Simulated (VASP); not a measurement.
# SiMo3 (Pm-3n) in VASP: a series of runs, part 2 of 2

VASP 6.6.1.

## Step 3: Single point, PBEsol

Input file INCAR:

```
PREC     = Accurate       # precision mode
ENCUT    = 520            # plane-wave cutoff, eV
EDIFF    = 1E-6           # SCF threshold, eV
ISMEAR   = 0              # smearing method
SIGMA    = 0.1            # smearing width, eV
LREAL    = False          # projectors in reciprocal space
LASPH    = True           # aspherical terms in the spheres
NELM     = 100            # most SCF steps
ALGO     = Fast           # electronic algorithm
ISIF     = 2              # what is computed and relaxed
LWAVE    = False          # write WAVECAR
LCHARG   = False          # write CHGCAR
GGA      = PS             # functional
NBANDS   = 56             # bands
```

Input file KPOINTS:

```
regular mesh
0
Gamma
  8 8 8
```

Input file POSCAR:

```
SiMo3
1.0
    4.8615851673      0.0000000000      0.0000000000
    0.0000000000      4.8615851673      0.0000000000
    0.0000000000      0.0000000000      4.8615851673
Si Mo
2 6
Direct
    0.0000000000      0.0000000000      0.0000000000
    0.5000000000      0.5000000000      0.5000000000
    0.2500000000      0.0000000000      0.5000000000
    0.5000000000      0.7500000000      0.0000000000
    0.7500000000      0.0000000000      0.5000000000
    0.5000000000      0.2500000000      0.0000000000
    0.0000000000      0.5000000000      0.7500000000
    0.0000000000      0.5000000000      0.2500000000
```

Potentials or basis: VASP PAW PBE potentials, release 64 (Si, Mo_sv).

Command:

```sh
$ cat potpaw_PBE.64/Si/POTCAR potpaw_PBE.64/Mo_sv/POTCAR > POTCAR
$ mpirun -np 1 vasp_std > vasp.out
```

OUTCAR:

```text
PREC = Accurate
   ENCUT = 520
   EDIFF = 1E-6
   ISMEAR = 0
   LREAL = False
   LASPH = True
   NELM = 100
   ISIF = 2
   GGA = PS

 ion  position               nearest neighbor table
   1  0.000  0.000  0.000-   3 2.72   4 2.72   5 2.72   6 2.72   7 2.72   8 2.72   3 2.72   5 2.72
                             7 2.72   8 2.72   4 2.72   6 2.72
   2  0.500  0.500  0.500-   3 2.72   4 2.72   5 2.72   6 2.72   7 2.72   8 2.72   4 2.72   6 2.72
                             3 2.72   5 2.72   7 2.72   8 2.72
   3  0.250  0.000  0.500-   5 2.43   5 2.43   1 2.72   1 2.72   2 2.72   2 2.72   8 2.98   4 2.98
                             4 2.98   6 2.98   6 2.98   7 2.98   8 2.98   7 2.98
   4  0.500  0.750  0.000-   6 2.43   6 2.43   1 2.72   2 2.72   2 2.72   1 2.72   8 2.98   5 2.98
                             3 2.98   5 2.98   3 2.98   7 2.98   7 2.98   8 2.98
   5  0.750  0.000  0.500-   3 2.43   3 2.43   1 2.72   1 2.72   2 2.72   2 2.72   8 2.98   4 2.98
                             4 2.98   6 2.98   6 2.98   7 2.98   8 2.98   7 2.98
   6  0.500  0.250  0.000-   4 2.43   4 2.43   1 2.72   2 2.72   2 2.72   1 2.72   8 2.98   3 2.98
                             3 2.98   5 2.98   5 2.98   7 2.98   7 2.98   8 2.98
   7  0.000  0.500  0.750-   8 2.43   8 2.43   1 2.72   2 2.72   1 2.72   2 2.72   3 2.98   4 2.98
[... 214 lines left out ...]
      4     -47.7960      2.00000
      5     -47.7960      2.00000
      6     -47.7960      2.00000
[... 1405 lines left out ...]
     55      15.1476      0.00000
     56      15.5233      0.00000

 [... further k-points ...]

------------------------ aborting loop because EDIFF is reached ----------------------------------------

  FORCE on cell =-STRESS in cart. coord.  units (eV):
  Direction    XX          YY          ZZ          XY          YZ          ZX
  --------------------------------------------------------------------------------------
  -------------------------------------------------------------------------------------
  Total        0.4491190      0.4491190      0.4491190     -0.0000000      0.0000000      0.0000000
  in kB        6.2623634      6.2623634      6.2623634     -0.0000000      0.0000000      0.0000000
  external PRESSURE =       6.2623634 kB  Pullay stress =       0.0000000 kB

 VOLUME and BASIS-vectors are now :
 -----------------------------------------------------------------------------
  energy-cutoff  :      520.00
  volume of cell :      114.90
      direct lattice vectors                 reciprocal lattice vectors
     4.861585167  0.000000000  0.000000000     0.205694226  0.000000000  0.000000000
     0.000000000  4.861585167  0.000000000     0.000000000  0.205694226  0.000000000
     0.000000000  0.000000000  4.861585167     0.000000000  0.000000000  0.205694226

 POSITION                                       TOTAL-FORCE (eV/Angst)
 -----------------------------------------------------------------------------------
      0.00000      0.00000      0.00000         0.000000     -0.000000     -0.000000
      2.43079      2.43079      2.43079         0.000000     -0.000000     -0.000000
      1.21540      0.00000      2.43079         0.000000     -0.000000     -0.000000
      2.43079      3.64619      0.00000        -0.000000     -0.000000     -0.000000
      3.64619      0.00000      2.43079        -0.000000      0.000000      0.000000
      2.43079      1.21540      0.00000         0.000000      0.000000      0.000000
      0.00000      2.43079      3.64619        -0.000000     -0.000000      0.000000
      0.00000      2.43079      1.21540        -0.000000      0.000000     -0.000000
 -----------------------------------------------------------------------------------
    total drift:                                0.000000      0.000000     -0.000000

  FREE ENERGIE OF THE ION-ELECTRON SYSTEM (eV)
  ---------------------------------------------------
  free  energy   TOTEN  =       -85.1110053889 eV

  energy  without entropy=      -85.0898999637  energy(sigma->0) =      -85.10045268
```

OSZICAR:

```text
N       E                     dE             d eps       ncg     rms          rms(c)
DAV:   1     0.111121380563E+04    0.11112E+04   -0.55988E+04  3936   0.169E+03
DAV:   2    -0.396236764199E+02   -0.11508E+04   -0.11213E+04  4200   0.529E+02
DAV:   3    -0.885429969542E+02   -0.48919E+02   -0.47265E+02  5064   0.978E+01
DAV:   4    -0.896285788740E+02   -0.10856E+01   -0.10682E+01  4752   0.121E+01
DAV:   5    -0.896500623735E+02   -0.21483E-01   -0.21433E-01  4712   0.165E+00    0.477E+01
RMM:   6    -0.853583447523E+02    0.42917E+01   -0.12510E+01  3952   0.153E+01    0.152E+01
RMM:   7    -0.851863547868E+02    0.17199E+00   -0.49050E+00  4347   0.727E+00    0.253E+00
RMM:   8    -0.851217209117E+02    0.64634E-01   -0.87786E-01  4155   0.394E+00    0.234E+00
RMM:   9    -0.851067412869E+02    0.14980E-01   -0.17331E-01  4734   0.159E+00    0.410E-01
RMM:  10    -0.851119613200E+02   -0.52200E-02   -0.61769E-02  4966   0.621E-01    0.430E-01
RMM:  11    -0.851107851359E+02    0.11762E-02   -0.11173E-02  4659   0.406E-01    0.146E-01
RMM:  12    -0.851109494752E+02   -0.16434E-03   -0.28049E-03  4992   0.157E-01    0.596E-02
RMM:  13    -0.851109936412E+02   -0.44166E-04   -0.55486E-04  5243   0.671E-02    0.129E-02
RMM:  14    -0.851110040757E+02   -0.10435E-04   -0.11012E-04  5187   0.316E-02    0.227E-02
RMM:  15    -0.851110038067E+02    0.26900E-06   -0.45369E-05  4626   0.217E-02    0.672E-03
RMM:  16    -0.851110052256E+02   -0.14188E-05   -0.12318E-05  4109   0.973E-03    0.296E-03
RMM:  17    -0.851110053889E+02   -0.16329E-06   -0.26077E-06  3154   0.407E-03
   1 F= -.85111005E+02 E0= -.85100453E+02  d E =-.211054E-01
```

Wall time 3.2 min (1 thread of Intel Xeon 6975P-C, shared host); peak memory 0.31 GiB.

What came out:

```
Free energy            : -85.1110 eV
Pressure               : 0.6 GPa
Band gap on the k mesh : zero (band 46 reaches 14.19 eV, above the bottom of band 47 at 11.71 eV)
```

Caveat: the PAW data sets were made with another functional, which shifts forces and pressure a little.

## Step 4: Relaxation of cell and atoms, PBEsol

This run uses another cell than the first one, of 14.61 Å³/atom, 1.017 times its volume.

Input file INCAR:

```
ALGO = Fast
EDIFF = 1E-6
EDIFFG = -0.005
ENCUT = 600
GGA = PS
IBRION = 2
ISIF = 3
ISMEAR = 0
LASPH = True
LCHARG = False
LREAL = False
LWAVE = False
NELM = 80
NSW = 100
PREC = Accurate
SIGMA = 0.1
```

Input file KPOINTS:

```
k-points
0
Gamma
  8 8 8
```

POSCAR, as its differences from that of step 3:

```diff
@@ -2,5 +2,5 @@
 1.0
-    4.8615851673      0.0000000000      0.0000000000
-    0.0000000000      4.8615851673      0.0000000000
-    0.0000000000      0.0000000000      4.8615851673
+    4.8890000000      0.0000000000      0.0000000000
+    0.0000000000      4.8890000000      0.0000000000
+    0.0000000000      0.0000000000      4.8890000000
 Si Mo
```

Command:

```sh
$ cat potpaw_PBE.64/Si/POTCAR potpaw_PBE.64/Mo_sv/POTCAR > POTCAR
$ mpirun -np 1 vasp_std > vasp.out
```

It took 14 min on 1 thread of Intel Xeon 6975P-C, shared host; peak memory 0.39 GiB.

It converged, with:

```yaml
Free_energy: -85.1126 eV
Relaxed_volume: 14.39 Å³/atom
Relaxed_cell: a = 4.865 Å, b = 4.865 Å, c = 4.865 Å, α = 90.00°, β = 90.00°, γ = 90.00°
Space_group_after_relaxing_to_0.05_Å: Pm-3n (No. 223)
Energy_gained_by_relaxing: 2.6 meV/atom
Ionic_steps: 4
Pressure_after_relaxing: 0.0 GPa
Band_gap_on_the_k_mesh: zero (band 46 reaches 14.16 eV, above the bottom of band 47 at 11.68 eV)
```

The path:
```
step  energy change (eV)  largest force (eV/Å)  pressure (GPa)  volume (Å³)
   1              0.0000                0.0000           -3.85       116.86
   2              0.1101                0.0000           10.58       111.02
   3             -0.0211                0.0000           -0.07       115.16
   4             -0.0211                0.0000            0.01       115.12
```

Final structure:
```
CELL_PARAMETERS angstrom
4.86469 0.00000 0.00000
0.00000 4.86469 0.00000
0.00000 0.00000 4.86469
ATOMIC_POSITIONS crystal
Si 0.00000 0.00000 0.00000
Si 0.50000 0.50000 0.50000
Mo 0.25000 0.00000 0.50000
Mo 0.50000 0.75000 0.00000
Mo 0.75000 0.00000 0.50000
Mo 0.50000 0.25000 0.00000
Mo 0.00000 0.50000 0.75000
Mo 0.00000 0.50000 0.25000
```

Levels at points of the mesh, in eV from the Fermi level:
```
           k point  band 43  band 44  band 45  band 46  band 47  band 48  band 49  band 50
(0.00, 0.00, 0.00)    -1.61    -1.61     1.27     1.27     1.27     2.11     2.42     2.42
(0.50, 0.00, 0.00)    -1.74    -1.74     0.26     0.26     0.93     0.93     1.53     1.53
(0.50, 0.50, 0.00)    -1.16    -0.89    -0.89    -0.78    -0.73    -0.53    -0.10     0.25
(0.50, 0.50, 0.50)    -1.21    -1.21    -1.21    -1.21    -1.21    -1.21     1.29     1.29
```

Caveat: the PAW data sets were made with another functional, which shifts forces and pressure a little.
